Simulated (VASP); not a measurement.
Write the native input for VASP 6.6.1 that does the following.

- Task: single point
- Functional: LDA
- Potentials or basis: VASP PAW LDA potentials, release 64 (Rb_sv)
- Cutoff: 520 eV
- k mesh: 12 × 12 × 6
- Occupations: gaussian, width 0.15 eV
- Spin: no spin polarisation
- Dipole correction: no
- Further INCAR settings: ALGO = Normal; EDIFF = 1e-07; NBANDS = 16

The structure of Rb lies in POSCAR:

```
Rb
1.0
    5.0882069760      0.0000000000      0.0000000000
   -2.5441034880      4.4065165009      0.0000000000
    0.0000000000      0.0000000000      8.4420579800
Rb
2
Direct
    0.3333333333      0.6666666667      0.2500000000
    0.6666666667      0.3333333333      0.7500000000
```

One way to write it, as run:

INCAR

```
PREC = Accurate
ENCUT = 520
EDIFF = 1E-7
ISMEAR = 0
SIGMA = 0.15
LREAL = False
LASPH = True
NELM = 100
ALGO = Normal
ISIF = 2
LWAVE = False
LCHARG = False
NBANDS = 16
```

KPOINTS

```
Automatic mesh
0
Gamma
  12 12 6
```

Potentials or basis: VASP PAW LDA potentials, release 64 (Rb_sv).

Run with:

```sh
$ cat potpaw_LDA.64/Rb_sv/POTCAR > POTCAR
$ mpirun -np 1 vasp_std > vasp.out
```

Results of the run:

The pressure is -0.5 GPa and the band gap on the k mesh is zero (band 9 reaches 0.82 eV, above the bottom of band 10 at -1.58 eV).

Wall time 66 s on 1 thread of Intel(R) Xeon(R) 6975P-C (Granite Rapids) (shared host), peak memory 0.35 GiB.
